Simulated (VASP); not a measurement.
A run of VASP 6.6.1 is set up as follows.

INCAR

```
SYSTEM = Fe3Ge
ALGO = Normal ; EDIFF = 1E-6
ENCUT = 520 ; GGA = PS
ISIF = 2 ; ISMEAR = 0
ISPIN = 2 ; LASPH = .True.
LCHARG = .False. ; LMAXMIX = 4
LORBIT = 11 ; LREAL = .False.
LWAVE = .False. ; MAGMOM = 4.18 4.18 4.18 0.58
NBANDS = 31 ; NELM = 150
NUPDOWN = 13.12 ; PREC = Accurate
SIGMA = 0.1
```

Contents of KPOINTS:

```
k-points
0
Gamma
  12 12 12
  0 0 0
```

POSCAR

```
Fe3Ge
1.0
    3.6605005200      0.0000000000      0.0000000000
    0.0000000000      3.6605005200      0.0000000000
    0.0000000000      0.0000000000      3.6605005200
Fe Ge
3 1
Direct
    0.0000000000      0.5000000000      0.5000000000
    0.5000000000      0.5000000000      0.0000000000
    0.5000000000      0.0000000000      0.5000000000
    0.0000000000      0.0000000000      0.0000000000
```

Potentials or basis: VASP PAW PBE potentials, release 64 (Fe, Ge_d).

The run is started by

```sh
$ cat potpaw_PBE.64/Fe/POTCAR potpaw_PBE.64/Ge_d/POTCAR > POTCAR
$ mpirun -np 1 vasp_std > vasp.out
```

(1) What does it give for the pressure?

## Answers

(1) 50.5 GPa.

Caveat: the cell stands under pressure; the PAW data sets were made with another functional, which shifts forces and pressure a little; the total moment is fixed, so each spin has its own Fermi level and the state may be an excited one.
